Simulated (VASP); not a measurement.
# Zn (P6_3/mmc) in VASP: further runs

The runs below take Zn through single point, with PBE.

Everything below comes from runs of VASP 6.6.1. Logs are shortened: lines on timing, memory, paths and dates and some standing lists are left out, and cuts for length are marked.

## 1. The cell of the first run

It takes space group P6_3/mmc (No. 194, hexagonal). Conventional cell: a = 2.656 Å, b = 2.656 Å, c = 4.962 Å, α = 90.00°, β = 90.00°, γ = 120.00°. Zn (site symmetry -6m2) has 12 Zn at 2.66 to 2.92 Å within 3.5 Å.

## 2. Single point, PBE

Contents of INCAR:

```
ALGO = Normal
EDIFF = 1E-6
ENCUT = 520
GGA = PE
ISIF = 2
ISMEAR = 0
LASPH = True
LCHARG = True
LELF = True
LREAL = False
LVHAR = True
LWAVE = False
NBANDS = 19
NELM = 80
PREC = Accurate
SIGMA = 0.1
```

Contents of KPOINTS:

```
k-points
0
Gamma
  14 14 7
```

Contents of POSCAR:

```
Zn
1.0
    2.6556370042      0.0000000000      0.0000000000
   -1.3278185021      2.2998491089      0.0000000000
    0.0000000000      0.0000000000      4.9624616040
Zn
2
Direct
    0.3333333333      0.6666666667      0.2500000000
    0.6666666667      0.3333333333      0.7500000000
```

Potentials or basis: VASP PAW PBE potentials, release 64 (Zn).

Launch:

```console
> cat potpaw_PBE.64/Zn/POTCAR > POTCAR
> mpirun -np 1 vasp_std > vasp.out
```

OUTCAR:

```text
EDIFF = 1E-6
   ENCUT = 520
   GGA = PE
   ISIF = 2
   ISMEAR = 0
   LASPH = True
   LREAL = False
   NELM = 80
   PREC = Accurate

 ion  position               nearest neighbor table
   1  0.333  0.667  0.250-   2 2.92   2 2.92   2 2.92   2 2.92   2 2.92   2 2.92
   2  0.667  0.333  0.750-   1 2.92   1 2.92   1 2.92   1 2.92   1 2.92   1 2.92

  LATTYP: Found a hexagonal cell.
 ALAT       =     2.6556370042
 C/A-ratio  =     1.8686520771

  Lattice vectors:

 A1 = (   2.6556370042,   0.0000000000,   0.0000000000)
 A2 = (  -1.3278185021,   2.2998491089,   0.0000000000)
 A3 = (   0.0000000000,   0.0000000000,   4.9624616040)

Analysis of symmetry for initial positions (statically):
=====================================================================
 Subroutine PRICEL returns:
 Original cell was already a primitive cell.

 Routine SETGRP: Setting up the symmetry group for a
 hexagonal supercell.

 Subroutine GETGRP returns: Found 24 space group operations
 (whereof 12 operations were pure point group operations)
 out of a pool of 24 trial point group operations.

The static configuration has the point symmetry D_3d.
 The point group associated with its full space group is D_6h.

Analysis of symmetry for dynamics (positions and initial velocities):
=====================================================================
 Subroutine PRICEL returns:
 Original cell was already a primitive cell.

 Routine SETGRP: Setting up the symmetry group for a
 hexagonal supercell.

 Subroutine GETGRP returns: Found 24 space group operations
 (whereof 12 operations were pure point group operations)
 out of a pool of 24 trial point group operations.

The dynamic configuration has the point symmetry D_3d.
 The point group associated with its full space group is D_6h.

 Subroutine INISYM returns: Found 24 space group operations
 (whereof 12 operations are pure point group operations),
 and found     1 'primitive' translations

----------------------------------------------------------------------------------------

                                     Primitive cell

  volume of cell :      30.3086

  direct lattice vectors                    reciprocal lattice vectors
     2.655637004  0.000000000  0.000000000     0.376557488  0.217405567  0.000000000
    -1.327818502  2.299849109  0.000000000     0.000000000  0.434811134  0.000000000
     0.000000000  0.000000000  4.962461604     0.000000000  0.000000000  0.201512894

  length of vectors
     2.655637004  2.655637004  4.962461604     0.434811134  0.434811134  0.201512894

  position of ions in fractional coordinates (direct lattice)
     0.333333333  0.666666667  0.250000000
     0.666666667  0.333333333  0.750000000

  ion indices of the primitive-cell ions
   primitive index   ion index
                 1           1
                 2           2

----------------------------------------------------------------------------------------

 KPOINTS: k-points

Automatic generation of k-mesh.
 Grid dimensions read from file:
 generate k-points for:   14   14    7

 Generating k-lattice:

  Cartesian coordinates                     Fractional coordinates (reciprocal lattice)
     0.026896963  0.015528969  0.000000000     0.071428571  0.000000000  0.000000000
     0.000000000  0.031057938  0.000000000     0.000000000  0.071428571  0.000000000
     0.000000000  0.000000000  0.028787556     0.000000000  0.000000000  0.142857143

  Length of vectors
     0.031057938  0.031057938  0.028787556

  Shift w.r.t. Gamma in fractional coordinates (k-lattice)
     0.000000000  0.000000000  0.000000000

 Subroutine IBZKPT returns following result:
 ===========================================

 Found     96 irreducible k-points:

 Following reciprocal coordinates:
            Coordinates               Weight
  0.000000  0.000000  0.000000      1.000000
  0.071429  0.000000  0.000000      6.000000
  0.142857  0.000000  0.000000      6.000000
  0.214286 -0.000000  0.000000      6.000000
  0.285714  0.000000  0.000000      6.000000
  0.357143  0.000000  0.000000      6.000000
[... 16 lines left out ...]
  0.285714  0.285714  0.000000      6.000000
  0.357143  0.285714  0.000000      6.000000
 [... further k-points ...]
   k-points           NKPTS =     96   k-points in BZ     NKDIM =     96   number of bands    NBANDS=     19
   number of dos      NEDOS =    301   number of ions     NIONS =      2
   total plane-waves  NPLWV =  16000
   dimension x,y,z NGX =    20 NGY =   20 NGZ =   40
   dimension x,y,z NGXF=    40 NGYF=   40 NGZF=   80
   ions per type =               2
   NGX,Y,Z   is equivalent  to a cutoff of  12.52, 12.52, 13.40 a.u.
   NGXF,Y,Z  is equivalent  to a cutoff of  25.04, 25.04, 26.80 a.u.
 SYSTEM =  unknown system
   PREC   = accura    normal or accurate (medium, high low for compatibility)
   ISTART =      0    job   : 0-new  1-cont  2-samecut
   ICHARG =      2    charge: 1-file 2-atom 10-const
   ISPIN  =      1    spin polarized calculation?
   LNONCOLLINEAR =      F non collinear calculations
   LSORBIT =      F    spin-orbit coupling
   LASPH  =      T    aspherical Exc in radial PAW
   ENCUT  =  520.0 eV  38.22 Ry    6.18 a.u.   4.94  4.94  9.23*2*pi/ulx,y,z
   NELM   =     80;   NELMIN=  2; NELMDL= -5     # of ELM steps
   EDIFF  = 0.1E-05   stopping-criterion for ELM
   LREAL  =      F    real-space projection
   EDIFFG = 0.1E-04   stopping-criterion for IOM
   NSW    =      0    number of steps for IOM
   IBRION =     -1    ionic relax: 0-MD 1-quasi-New 2-CG
   NFREE  =      0    steps in history (QN), initial steepest desc. (CG)
   ISIF   =      2    stress and relaxation
   ISYM   =      2    0-nonsym 1-usesym 2-fastsym
   POTIM  = 0.5000    time-step for ionic-motion
   TEBEG  =    0.0;   TEEND  =   0.0 temperature during run
   PSTRESS=    0.0 pullay stress
   NELECT =      24.0000    total number of electrons
   NUPDOWN=      -1.0000    fix difference up-down
   EMIN   =  10.00;   EMAX   =-10.00  energy-range for DOS
   EFERMI =   0.00;   METHOD = LEGACY
   ISMEAR =     0;   SIGMA  =   0.10  broadening in eV -4-tet -1-fermi 0-gaus
   EFERMI_NEDOS =   21; number of points for ismear=-14 and -15
   IALGO  =     38    algorithm
   IMIX   =      4    mixing-type and parameters
     AMIX     =   0.40;   BMIX     =  1.00
     AMIX_MAG =   1.60;   BMIX_MAG =  1.00
  volume/ion in A,a.u.               =      15.15       102.27
  Fermi-wavevector in a.u.,A,eV,Ry     =   1.514573  2.862128 31.210826  2.293931
  Thomas-Fermi vector in A             =   2.624212
   LORBIT       =      0    0 simple, 1 ext, 2 COOP (PROOUT), +10 PAW based schemes
   GGA     = PE    functional components
   LHFCALC =     F    Hartree Fock is set to
   AEXX    =    0.0000 exact exchange contribution
   IVDW    =     0    specifies the selected vdW correction
   LEPSILON=     F    determine dielectric tensor
   LRPA    =     F    only Hartree local field effects (RPA)
 non-spin polarized calculation
 Gauss-broadening in eV      SIGMA  =   0.10
  energy-cutoff  :      520.00
  volume of cell :       30.31
 maximum number of plane-waves:       837
 NGX is ok and might be reduce to    20
   NGX =  9   NGY =  9   NGZ = 19

 number of electron      24.0000020 magnetization

 Free energy of the ion-electron system (eV)
  ---------------------------------------------------
  ext. energy  EPLUGINS =         0.00000000
  ---------------------------------------------------
  free energy    TOTEN  =        -2.20583777 eV

  energy without entropy =       -2.20220677  energy(sigma->0) =       -2.20402227

 E-fermi :   3.0932     XC(G=0): -11.5699

 val. band max:        3.0614448224   @ k =   0.2143   0.2143   0.0000
 cond. band min:       3.1416372279   @ k =   0.2857   0.1429   0.0000
 fundamental gap:      0.0801924055
 Fermi energy:         3.0932143341

 k-point     1 :       0.0000    0.0000    0.0000
  band No.  band energies     occupation
      1      -7.2951      2.00000
      2      -5.5024      2.00000
      3      -4.7987      2.00000
      4      -4.5598      2.00000
      5      -4.5598      2.00000
      6      -4.5112      2.00000
[... 11 lines left out ...]
     18      22.3801      0.00000
     19      22.3820      0.00000

 k-point     2 :       0.0714    0.0000    0.0000
  band No.  band energies     occupation
      1      -7.1427      2.00000
      2      -5.4355      2.00000
      3      -4.7828      2.00000
      4      -4.5751      2.00000
      5      -4.5275      2.00000
      6      -4.5239      2.00000
[... 11 lines left out ...]
     18      21.2628      0.00000
     19      23.5211      0.00000

 k-point     3 :       0.1429    0.0000    0.0000
  band No.  band energies     occupation
      1      -6.6959      2.00000
      2      -5.2667      2.00000
      3      -4.7532      2.00000
      4      -4.6070      2.00000
      5      -4.5424      2.00000
      6      -4.4216      2.00000
[... 11 lines left out ...]
     18      20.0303      0.00000
     19      21.4688      0.00000

 k-point     4 :       0.2143   -0.0000    0.0000
  band No.  band energies     occupation
      1      -6.0140      2.00000
      2      -5.1134      2.00000
      3      -4.7144      2.00000
      4      -4.6328      2.00000
      5      -4.5708      2.00000
      6      -4.4346      2.00000
[... 11 lines left out ...]
     18      19.0192      0.00000
     19      19.0742      0.00000

 k-point     5 :       0.2857    0.0000    0.0000
  band No.  band energies     occupation
      1      -5.3928      2.00000
      2      -5.1108      2.00000
      3      -4.7779      2.00000
      4      -4.6220      2.00000
      5      -4.4852      2.00000
      6      -4.4068      2.00000
[... 11 lines left out ...]
     18      18.3724      0.00000
     19      19.6161      0.00000

 k-point     6 :       0.3571    0.0000    0.0000
  band No.  band energies     occupation
      1      -5.2497      2.00000
      2      -5.1650      2.00000
      3      -4.9310      2.00000
      4      -4.5101      2.00000
      5      -4.4947      2.00000
      6      -4.3658      2.00000
[... 11 lines left out ...]
     18      17.9084      0.00000
     19      19.4344      0.00000

 k-point     7 :       0.4286   -0.0000    0.0000
  band No.  band energies     occupation
      1      -5.2844      2.00000
      2      -5.2021      2.00000
      3      -5.0227      2.00000
      4      -4.5549      2.00000
      5      -4.4295      2.00000
      6      -4.3951      2.00000
[... 11 lines left out ...]
     18      17.6317      0.00000
     19      18.8405      0.00000

 k-point     8 :       0.5000    0.0000    0.0000
  band No.  band energies     occupation
      1      -5.3046      2.00000
      2      -5.2174      2.00000
      3      -5.0530      2.00000
      4      -4.5763      2.00000
      5      -4.4054      2.00000
      6      -4.4008      2.00000
[... 256 lines left out ...]
 k-point    20 :       0.2143    0.2143    0.0000
  band No.  band energies     occupation
      1      -4.9024      2.00000
      2      -4.8791      2.00000
      3      -4.8432      2.00000
      4      -4.6412      2.00000
      5      -4.5608      2.00000
      6      -4.5483      2.00000
[... 11 lines left out ...]
     18      14.0669      0.00000
     19      15.4105      0.00000

 k-point    21 :       0.2857    0.2143    0.0000
  band No.  band energies     occupation
      1      -4.9387      2.00000
      2      -4.9297      2.00000
      3      -4.8481      2.00000
      4      -4.5857      2.00000
      5      -4.4961      2.00000
      6      -4.4390      2.00000
[... 11 lines left out ...]
     18      12.9507      0.00000
     19      14.4710      0.00000

 k-point    22 :       0.3571    0.2143    0.0000
  band No.  band energies     occupation
      1      -4.9749      2.00000
      2      -4.9528      2.00000
      3      -4.8632      2.00000
      4      -4.5693      2.00000
      5      -4.5083      2.00000
      6      -4.4146      2.00000
[... 11 lines left out ...]
     18      12.6353      0.00000
     19      14.1371      0.00000

 k-point    23 :       0.2857    0.2857    0.0000
  band No.  band energies     occupation
      1      -4.9230      2.00000
      2      -4.8350      2.00000
      3      -4.7751      2.00000
      4      -4.5948      2.00000
      5      -4.5304      2.00000
      6      -4.5051      2.00000
[... 11 lines left out ...]
     18      11.0112      0.00000
     19      12.7804      0.00000

 k-point    24 :       0.3571    0.2857    0.0000
  band No.  band energies     occupation
      1      -4.9160      2.00000
      2      -4.8004      2.00000
      3      -4.7379      2.00000
      4      -4.5717      2.00000
      5      -4.5693      2.00000
      6      -4.5606      2.00000
[... 11 lines left out ...]
     18      10.3659      0.00000
     19      12.3255      0.00000

 [... further k-points ...]
[... 5 lines left out ...]
  --------------------------------------------------------------------------------------
  -------------------------------------------------------------------------------------
  Total        0.1928044      0.1928044     -0.1358216     -0.0000000     -0.0000000      0.0000000
  in kB       10.1920701     10.1920701     -7.1798324     -0.0000000     -0.0000000      0.0000000
  external PRESSURE =       4.4014360 kB  Pullay stress =       0.0000000 kB

 VOLUME and BASIS-vectors are now :
 -----------------------------------------------------------------------------
  energy-cutoff  :      520.00
  volume of cell :       30.31
      direct lattice vectors                 reciprocal lattice vectors
     2.655637004  0.000000000  0.000000000     0.376557488  0.217405567  0.000000000
    -1.327818502  2.299849109  0.000000000     0.000000000  0.434811134  0.000000000
     0.000000000  0.000000000  4.962461604     0.000000000  0.000000000  0.201512894

 POSITION                                       TOTAL-FORCE (eV/Angst)
 -----------------------------------------------------------------------------------
     -0.00000      1.53323      1.24062        -0.000000      0.000000      0.000000
      1.32782      0.76662      3.72185         0.000000      0.000000      0.000000
 -----------------------------------------------------------------------------------
    total drift:                               -0.000000      0.000000      0.000000

  FREE ENERGIE OF THE ION-ELECTRON SYSTEM (eV)
  ---------------------------------------------------
  free  energy   TOTEN  =        -2.2058377692 eV

  energy  without entropy=       -2.2022067662  energy(sigma->0) =       -2.20402227
```

It took 28 s on 1 thread of Intel Xeon Platinum 8488C (Sapphire Rapids), shared host; peak memory 0.17 GiB.

Results:

- Free energy: -2.2058 eV
- Pressure: 0.4 GPa
- Band gap on the k mesh: zero (band 12 reaches 4.59 eV, above the bottom of band 13 at 0.02 eV)

## 3. Single point, PBE

Contents of INCAR:

```
PREC = Accurate ; ENCUT = 520
EDIFF = 1E-6 ; ISMEAR = 0
SIGMA = 0.2 ; LREAL = F
LASPH = T ; NELM = 60
ALGO = Normal ; ISIF = 2
LWAVE = F ; LCHARG = F
GGA = PE ; NBANDS = 19
```

Contents of KPOINTS:

```
regular mesh
0
Gamma
  14 14 7
```

POSCAR is that of step 2.

Potentials or basis: VASP PAW PBE potentials, release 64 (Zn).

Launch:

```console
> cat potpaw_PBE.64/Zn/POTCAR > POTCAR
> mpirun -np 1 vasp_std > vasp.out
```

Wall time 26 s (1 thread of Intel Xeon Platinum 8488C (Sapphire Rapids), shared host); peak memory 0.17 GiB.

Results (log left out):

| Property | Result |
| --- | --- |
| Free energy | -2.2104 eV |
| Pressure | 0.5 GPa |
| Band gap on the k mesh | zero (band 12 reaches 4.59 eV, above the bottom of band 13 at 0.02 eV) |

Stress tensor (GPa, compression positive):
```
 0.85  0.00  0.00
 0.00  0.85  0.00
 0.00  0.00 -0.26
```

Levels at points of the mesh, in eV from the Fermi level:
```
           k point  band 8  band 9  band 10  band 11  band 12  band 13  band 14  band 15  band 16  band 17
(0.00, 0.00, 0.00)   -7.29   -7.29    -7.09    -7.09    -3.66    -3.10    13.45    17.13    17.63    17.63
(0.50, 0.00, 0.00)   -7.10   -6.90    -6.88    -2.81    -2.12     2.61     3.57     4.09     5.72    10.27
```

(Continued in part 2 of 2.)
